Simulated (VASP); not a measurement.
# GdN (Fm-3m) in VASP: settings compared

Aim: see how the results for GdN move with the level of theory and the settings. Levels: PBE, PBEsol. Tasks: single point.

Everything below comes from runs of VASP 6.6.1. Logs are shortened: lines on timing, memory, paths and dates and some standing lists are left out, and cuts for length are marked.

## 1. The cell of the first run

The structure is cubic, space group Fm-3m (No. 225). The conventional cell has a = 4.986 Å, b = 4.986 Å, c = 4.986 Å, α = 90.00°, β = 90.00°, γ = 90.00°. Gd (site symmetry m-3m) has 6 N at 2.49 Å within 3.3 Å. Within 3.3 Å of N (site symmetry m-3m) lie 6 Gd at 2.49 Å.

## 2. Single point, PBE, collinear spin, ferromagnetic start

Contents of INCAR:

```
PREC     = Accurate       # precision mode
ENCUT    = 520            # plane-wave cutoff, eV
EDIFF    = 1E-7           # SCF threshold, eV
ISMEAR   = 0              # smearing method
SIGMA    = 0.05           # smearing width, eV
LREAL    = False          # projectors in reciprocal space
LASPH    = True           # aspherical terms in the spheres
NELM     = 150            # most SCF steps
ALGO     = Normal         # electronic algorithm
ISIF     = 2              # what is computed and relaxed
LWAVE    = False          # write WAVECAR
LCHARG   = False          # write CHGCAR
ISPIN    = 2              # spin polarisation
MAGMOM   = 0.5 0          # initial moments
LORBIT   = 11             # projections on sites
LMAXMIX  = 6              # l up to which the mixer works
GGA      = PE             # functional
NBANDS   = 22             # bands
```

Contents of KPOINTS:

```
Automatic mesh
0
Gamma
  12 12 12
```

Contents of POSCAR:

```
GdN
1.0
    0.0000000000      2.4927984072      2.4927984072
    2.4927984072      0.0000000000      2.4927984072
    2.4927984072      2.4927984072      0.0000000000
Gd N
1 1
Direct
    0.5000000000      0.5000000000      0.5000000000
    0.0000000000      0.0000000000      0.0000000000
```

Potentials or basis: VASP PAW PBE potentials, release 64 (Gd, N).

Command:

```sh
cat potpaw_PBE.64/Gd/POTCAR potpaw_PBE.64/N/POTCAR > POTCAR
mpirun -np 1 vasp_std > vasp.out
```

OUTCAR:

```text
PREC = Accurate
   ENCUT = 520
   EDIFF = 1E-7
   ISMEAR = 0
   LREAL = False
   LASPH = True
   NELM = 150
   ISIF = 2
   ISPIN = 2
   LORBIT = 11
   GGA = PE

 ion  position               nearest neighbor table
   1  0.500  0.500  0.500-   2 2.49   2 2.49   2 2.49   2 2.49   2 2.49   2 2.49
   2  0.000  0.000  0.000-   1 2.49   1 2.49   1 2.49   1 2.49   1 2.49   1 2.49

  LATTYP: Found a face centered cubic cell.
 ALAT       =     4.9855968144

  Lattice vectors:

 A1 = (   0.0000000000,   2.4927984072,   2.4927984072)
 A2 = (   2.4927984072,   0.0000000000,   2.4927984072)
 A3 = (   2.4927984072,   2.4927984072,   0.0000000000)

Analysis of symmetry for initial positions (statically):
=====================================================================
 Subroutine PRICEL returns:
 Original cell was already a primitive cell.

 Routine SETGRP: Setting up the symmetry group for a
 face centered cubic supercell.

 Subroutine GETGRP returns: Found 48 space group operations
 (whereof 48 operations were pure point group operations)
 out of a pool of 48 trial point group operations.

The static configuration has the point symmetry O_h .

Analysis of symmetry for dynamics (positions and initial velocities):
=====================================================================
 Subroutine PRICEL returns:
 Original cell was already a primitive cell.

 Routine SETGRP: Setting up the symmetry group for a
 face centered cubic supercell.

 Subroutine GETGRP returns: Found 48 space group operations
 (whereof 48 operations were pure point group operations)
 out of a pool of 48 trial point group operations.

The dynamic configuration has the point symmetry O_h .

Analysis of structural, dynamic, and magnetic symmetry:
=====================================================================
 Subroutine PRICEL returns:
 Original cell was already a primitive cell.

 Routine SETGRP: Setting up the symmetry group for a
 face centered cubic supercell.

 Subroutine GETGRP returns: Found 48 space group operations
 (whereof 48 operations were pure point group operations)
 out of a pool of 48 trial point group operations.

The overall configuration has the point symmetry O_h .

 Subroutine INISYM returns: Found 48 space group operations
 (whereof 48 operations are pure point group operations),
 and found     1 'primitive' translations

----------------------------------------------------------------------------------------

                                     Primitive cell

  volume of cell :      30.9807

  direct lattice vectors                    reciprocal lattice vectors
     0.000000000  2.492798407  2.492798407    -0.200577792  0.200577792  0.200577792
     2.492798407  0.000000000  2.492798407     0.200577792 -0.200577792  0.200577792
     2.492798407  2.492798407  0.000000000     0.200577792  0.200577792 -0.200577792

  length of vectors
     3.525349316  3.525349316  3.525349316     0.347410926  0.347410926  0.347410926

  position of ions in fractional coordinates (direct lattice)
     0.500000000  0.500000000  0.500000000
     0.000000000  0.000000000  0.000000000

  ion indices of the primitive-cell ions
   primitive index   ion index
                 1           1
                 2           2

----------------------------------------------------------------------------------------

 KPOINTS: Automatic mesh

Automatic generation of k-mesh.
 Grid dimensions read from file:
 generate k-points for:   12   12   12

 Generating k-lattice:

  Cartesian coordinates                     Fractional coordinates (reciprocal lattice)
    -0.016714816  0.016714816  0.016714816     0.083333333  0.000000000  0.000000000
     0.016714816 -0.016714816  0.016714816     0.000000000  0.083333333  0.000000000
     0.016714816  0.016714816 -0.016714816     0.000000000  0.000000000  0.083333333

  Length of vectors
     0.028950911  0.028950911  0.028950911

  Shift w.r.t. Gamma in fractional coordinates (k-lattice)
     0.000000000  0.000000000  0.000000000

 Subroutine IBZKPT returns following result:
 ===========================================

 Found     72 irreducible k-points:

 Following reciprocal coordinates:
            Coordinates               Weight
  0.000000  0.000000  0.000000      1.000000
  0.083333  0.000000  0.000000      8.000000
  0.166667  0.000000  0.000000      8.000000
  0.250000  0.000000  0.000000      8.000000
  0.333333  0.000000  0.000000      8.000000
  0.416667  0.000000  0.000000      8.000000
[... 16 lines left out ...]
  0.500000  0.166667  0.000000     24.000000
 -0.416667  0.166667  0.000000     24.000000
 [... further k-points ...]
   k-points           NKPTS =     72   k-points in BZ     NKDIM =     72   number of bands    NBANDS=     22
   number of dos      NEDOS =    301   number of ions     NIONS =      2
   total plane-waves  NPLWV =  21952
   dimension x,y,z NGX =    28 NGY =   28 NGZ =   28
   dimension x,y,z NGXF=    56 NGYF=   56 NGZF=   56
   ions per type =               1   1
   NGX,Y,Z   is equivalent  to a cutoff of  13.20, 13.20, 13.20 a.u.
   NGXF,Y,Z  is equivalent  to a cutoff of  26.41, 26.41, 26.41 a.u.
 SYSTEM =  unknown system
   PREC   = accura    normal or accurate (medium, high low for compatibility)
   ISTART =      0    job   : 0-new  1-cont  2-samecut
   ICHARG =      2    charge: 1-file 2-atom 10-const
   ISPIN  =      2    spin polarized calculation?
   LNONCOLLINEAR =      F non collinear calculations
   LSORBIT =      F    spin-orbit coupling
   LASPH  =      T    aspherical Exc in radial PAW
   ENCUT  =  520.0 eV  38.22 Ry    6.18 a.u.   6.55  6.55  6.55*2*pi/ulx,y,z
   NELM   =    150;   NELMIN=  2; NELMDL= -5     # of ELM steps
   EDIFF  = 0.1E-06   stopping-criterion for ELM
   LREAL  =      F    real-space projection
   EDIFFG = 0.1E-05   stopping-criterion for IOM
   NSW    =      0    number of steps for IOM
   IBRION =     -1    ionic relax: 0-MD 1-quasi-New 2-CG
   NFREE  =      0    steps in history (QN), initial steepest desc. (CG)
   ISIF   =      2    stress and relaxation
   ISYM   =      2    0-nonsym 1-usesym 2-fastsym
   POTIM  = 0.5000    time-step for ionic-motion
   TEBEG  =    0.0;   TEEND  =   0.0 temperature during run
   PSTRESS=    0.0 pullay stress
   NELECT =      23.0000    total number of electrons
   NUPDOWN=      -1.0000    fix difference up-down
   EMIN   =  10.00;   EMAX   =-10.00  energy-range for DOS
   EFERMI =   0.00;   METHOD = LEGACY
   ISMEAR =     0;   SIGMA  =   0.05  broadening in eV -4-tet -1-fermi 0-gaus
   EFERMI_NEDOS =   21; number of points for ismear=-14 and -15
   IALGO  =     38    algorithm
   IMIX   =      4    mixing-type and parameters
     AMIX     =   0.40;   BMIX     =  1.00
     AMIX_MAG =   1.60;   BMIX_MAG =  1.00
  volume/ion in A,a.u.               =      15.49       104.53
  Fermi-wavevector in a.u.,A,eV,Ry     =   1.482360  2.801254 29.897313  2.197390
  Thomas-Fermi vector in A             =   2.596156
   LORBIT       =     11    0 simple, 1 ext, 2 COOP (PROOUT), +10 PAW based schemes
   GGA     = PE    functional components
   LHFCALC =     F    Hartree Fock is set to
   AEXX    =    0.0000 exact exchange contribution
   IVDW    =     0    specifies the selected vdW correction
   LEPSILON=     F    determine dielectric tensor
   LRPA    =     F    only Hartree local field effects (RPA)
 spin polarized calculation
 Gauss-broadening in eV      SIGMA  =   0.05
  energy-cutoff  :      520.00
  volume of cell :       30.98
 maximum number of plane-waves:       869
 NGX is ok and might be reduce to    28
   NGX = 13   NGY = 13   NGZ = 13

 number of electron      23.0000006 magnetization       6.9998284

 Free energy of the ion-electron system (eV)
  ---------------------------------------------------
  ext. energy  EPLUGINS =         0.00000000
  ---------------------------------------------------
  free energy    TOTEN  =       -23.21643697 eV

  energy without entropy =      -23.21632037  energy(sigma->0) =      -23.21637867

 E-fermi :   3.9667     XC(G=0): -11.5789

 val. band max:        3.8630786596   @ k =   0.0833   0.0000   0.0000
 cond. band min:       3.9697712967   @ k =   0.0833   0.0833   0.0000
 fundamental gap:      0.1066926372
 Fermi energy:         3.9666788666

 spin component 1

 k-point     1 :       0.0000    0.0000    0.0000
  band No.  band energies     occupation
      1     -39.8469      1.00000
      2     -16.8435      1.00000
      3     -16.8435      1.00000
      4     -16.8435      1.00000
      5      -9.1366      1.00000
      6       0.3050      1.00000
[... 14 lines left out ...]
     21       8.5398      0.00000
     22      14.5726      0.00000
[... 552 lines left out ...]
  band No.  band energies     occupation
      1     -39.7460      1.00000
      2     -17.8711      1.00000
      3     -17.1303      1.00000
      4     -16.9746      1.00000
      5      -7.6968      1.00000
      6       0.0048      1.00000
[... 14 lines left out ...]
     21      14.0761      0.00000
     22      16.0656      0.00000

 [... further k-points ...]

 spin component 2

 k-point     1 :       0.0000    0.0000    0.0000
  band No.  band energies     occupation
      1     -36.7494      1.00000
      2     -14.5973      1.00000
      3     -14.5973      1.00000
      4     -14.5973      1.00000
      5      -9.1276      1.00000
      6       3.0514      1.00000
[... 14 lines left out ...]
     21       9.5024      0.00000
     22      15.5196      0.00000
[... 552 lines left out ...]
  band No.  band energies     occupation
      1     -36.6187      1.00000
      2     -15.9541      1.00000
      3     -14.9503      1.00000
      4     -14.7502      1.00000
      5      -7.5482      1.00000
      6       0.3950      1.00000
[... 14 lines left out ...]
     21      15.1818      0.00000
     22      16.9556      0.00000

 [... further k-points ...]

------------------------ aborting loop because EDIFF is reached ----------------------------------------

  FORCE on cell =-STRESS in cart. coord.  units (eV):
  Direction    XX          YY          ZZ          XY          YZ          ZX
  --------------------------------------------------------------------------------------
  -------------------------------------------------------------------------------------
  Total       -0.0128305     -0.0128305     -0.0128305      0.0000000      0.0000000     -0.0000000
  in kB       -0.6635332     -0.6635332     -0.6635332      0.0000000      0.0000000     -0.0000000
  external PRESSURE =      -0.6635332 kB  Pullay stress =       0.0000000 kB

 VOLUME and BASIS-vectors are now :
 -----------------------------------------------------------------------------
  energy-cutoff  :      520.00
  volume of cell :       30.98
      direct lattice vectors                 reciprocal lattice vectors
     0.000000000  2.492798407  2.492798407    -0.200577792  0.200577792  0.200577792
     2.492798407  0.000000000  2.492798407     0.200577792 -0.200577792  0.200577792
     2.492798407  2.492798407  0.000000000     0.200577792  0.200577792 -0.200577792

 POSITION                                       TOTAL-FORCE (eV/Angst)
 -----------------------------------------------------------------------------------
      2.49280      2.49280      2.49280        -0.000000     -0.000000     -0.000000
      0.00000      0.00000      0.00000         0.000000      0.000000      0.000000
 -----------------------------------------------------------------------------------
    total drift:                                0.000000      0.000000      0.000000

  FREE ENERGIE OF THE ION-ELECTRON SYSTEM (eV)
  ---------------------------------------------------
  free  energy   TOTEN  =       -23.2164369715 eV

  energy  without entropy=      -23.2163203729  energy(sigma->0) =      -23.21637867

 total charge

# of ion       s       p       d       f       tot
--------------------------------------------------
    1        2.034   5.663   0.532   6.999  15.227
    2        1.250   2.383   0.000   0.000   3.633
--------------------------------------------------
tot          3.284   8.046   0.532   6.999  18.860

 magnetization (x)

# of ion       s       p       d       f       tot
--------------------------------------------------
    1       -0.005  -0.081   0.083   6.807   6.803
    2       -0.007  -0.077   0.000   0.000  -0.084
--------------------------------------------------
tot         -0.012  -0.158   0.083   6.807   6.719
```

Run time: 2.3 min. Hardware: 1 thread of Intel Xeon 6975P-C (Granite Rapids), shared host; peak memory 0.26 GiB.

What came out:

| Property | Result |
| --- | --- |
| Free energy | -23.2164 eV |
| Pressure | -0.1 GPa |
| Band gap on the k mesh | zero (filled and empty bands overlap) |
| Net moment | 7.00 μB per cell |
| Site moments | Gd +6.80; N -0.08 μB |
| Valence electrons inside the program's atomic spheres | Gd 15.23; N 3.63 |

Levels at points of the mesh, in eV from the Fermi level:
Spin up:
| k point | band 11 | band 12 | band 13 | band 14 | band 15 | band 16 | band 17 | band 18 | band 19 | band 20 |
| --- | --- | --- | --- | --- | --- | --- | --- | --- | --- | --- |
| (0.00, 0.00, 0.00) | -3.26 | -3.26 | 0.20 | 0.20 | 0.20 | 2.45 | 2.45 | 2.45 | 3.15 | 4.57 |
| (0.50, 0.00, 0.00) | -3.28 | -3.25 | -3.25 | -2.63 | -2.63 | 5.05 | 5.82 | 5.82 | 6.58 | 9.89 |
| (0.50, 0.50, 0.00) | -3.32 | -3.32 | -1.51 | -0.52 | -0.25 | -0.25 | 6.45 | 6.49 | 7.54 | 7.54 |
Spin down:
```tsv
k point	band 4	band 5	band 6	band 7	band 8	band 9	band 10	band 11	band 12	band 13
(0.00, 0.00, 0.00)	-18.56	-13.09	-0.92	-0.92	-0.92	1.65	2.18	2.18	2.18	2.81
(0.50, 0.00, 0.00)	-18.67	-11.18	-4.13	-2.51	-2.51	1.78	1.88	1.88	2.12	2.12
(0.50, 0.50, 0.00)	-18.99	-12.81	-1.17	-0.86	-0.86	0.19	1.93	1.99	2.04	2.04
```

Caveat: spin-orbit coupling is left out, which moves the levels of the heavy elements; a cell with one magnetic atom can't hold antiferromagnetic order, which such compounds often take; semilocal functionals describe open f shells poorly, which spoils levels, moments and volumes.

## 3. Single point, PBE, collinear spin, ferromagnetic start

Contents of INCAR:

```
ALGO     = Normal         # electronic algorithm
EDIFF    = 1E-6           # SCF threshold, eV
ENCUT    = 520            # plane-wave cutoff, eV
GGA      = PE             # functional
ISIF     = 2              # what is computed and relaxed
ISMEAR   = 0              # smearing method
ISPIN    = 2              # spin polarisation
LASPH    = T              # aspherical terms in the spheres
LCHARG   = F              # write CHGCAR
LMAXMIX  = 6              # l up to which the mixer works
LORBIT   = 11             # projections on sites
LREAL    = F              # projectors in reciprocal space
LWAVE    = F              # write WAVECAR
MAGMOM   = 7.55 0         # initial moments
NBANDS   = 22             # bands
NELM     = 150            # most SCF steps
PREC     = Accurate       # precision mode
SIGMA    = 0.05           # smearing width, eV
```

Contents of KPOINTS:

```
k-points
0
Gamma
  12 12 12
```

POSCAR is that of step 2.

Potentials or basis: VASP PAW PBE potentials, release 64 (Gd, N).

Command:

```sh
cat potpaw_PBE.64/Gd/POTCAR potpaw_PBE.64/N/POTCAR > POTCAR
mpirun -np 1 vasp_std > vasp.out
```

OUTCAR:

```text
EDIFF = 1E-6
   ENCUT = 520
   GGA = PE
   ISIF = 2
   ISMEAR = 0
   ISPIN = 2
   LASPH = T
   LORBIT = 11
   LREAL = F
   NELM = 150
   PREC = Accurate

 ion  position               nearest neighbor table
   1  0.500  0.500  0.500-   2 2.49   2 2.49   2 2.49   2 2.49   2 2.49   2 2.49
   2  0.000  0.000  0.000-   1 2.49   1 2.49   1 2.49   1 2.49   1 2.49   1 2.49

  LATTYP: Found a face centered cubic cell.
 ALAT       =     4.9855968144

  Lattice vectors:

[... 1416 lines left out ...]
  external PRESSURE =      -0.4660311 kB  Pullay stress =       0.0000000 kB

 VOLUME and BASIS-vectors are now :
 -----------------------------------------------------------------------------
  energy-cutoff  :      520.00
  volume of cell :       30.98
      direct lattice vectors                 reciprocal lattice vectors
     0.000000000  2.492798407  2.492798407    -0.200577792  0.200577792  0.200577792
     2.492798407  0.000000000  2.492798407     0.200577792 -0.200577792  0.200577792
     2.492798407  2.492798407  0.000000000     0.200577792  0.200577792 -0.200577792

 POSITION                                       TOTAL-FORCE (eV/Angst)
 -----------------------------------------------------------------------------------
      2.49280      2.49280      2.49280         0.000000      0.000000      0.000000
      0.00000      0.00000      0.00000        -0.000000     -0.000000     -0.000000
 -----------------------------------------------------------------------------------
    total drift:                                0.000000      0.000000      0.000000

  FREE ENERGIE OF THE ION-ELECTRON SYSTEM (eV)
  ---------------------------------------------------
  free  energy   TOTEN  =       -23.2164371726 eV

  energy  without entropy=      -23.2163206051  energy(sigma->0) =      -23.21637889

 total charge

# of ion       s       p       d       f       tot
--------------------------------------------------
    1        2.034   5.663   0.532   6.999  15.227
    2        1.250   2.383   0.000   0.000   3.633
--------------------------------------------------
tot          3.284   8.046   0.532   6.999  18.860

 magnetization (x)

# of ion       s       p       d       f       tot
--------------------------------------------------
    1       -0.005  -0.081   0.083   6.807   6.803
    2       -0.007  -0.077   0.000   0.000  -0.084
--------------------------------------------------
tot         -0.012  -0.158   0.083   6.807   6.719
```

stdout:

```text
POSCAR found type information on POSCAR GdN
 POSCAR found :  2 types and       2 ions
 scaLAPACK will be used
 LDA part: xc-table for (Slater+PW92), standard interpolation
 POSCAR, INCAR and KPOINTS ok, starting setup
 FFT: planning ... GRIDC
 FFT: planning ... GRID_SOFT
 FFT: planning ... GRID
 WAVECAR not read
 entering main loop
```

Wall time 3 min (1 thread of Intel Xeon 6975P-C (Granite Rapids), shared host); peak memory 0.26 GiB.

What came out:

```
Free energy                                           : -23.2164 eV
Pressure                                              : 0.0 GPa
Band gap on the k mesh                                : zero (filled and empty bands overlap)
Net moment                                            : 7.00 μB per cell
Site moments                                          : Gd +6.80; N -0.08 μB
Valence electrons inside the program's atomic spheres : Gd 15.23; N 3.63
```

Caveat: spin-orbit coupling is left out, which moves the levels of the heavy elements; a cell with one magnetic atom can't hold antiferromagnetic order, which such compounds often take; semilocal functionals describe open f shells poorly, which spoils levels, moments and volumes. With open d or f shells a metallic result of PBE can be an artefact of self-interaction; +U or a hybrid may open a gap.

(Continued in part 2 of 3.)
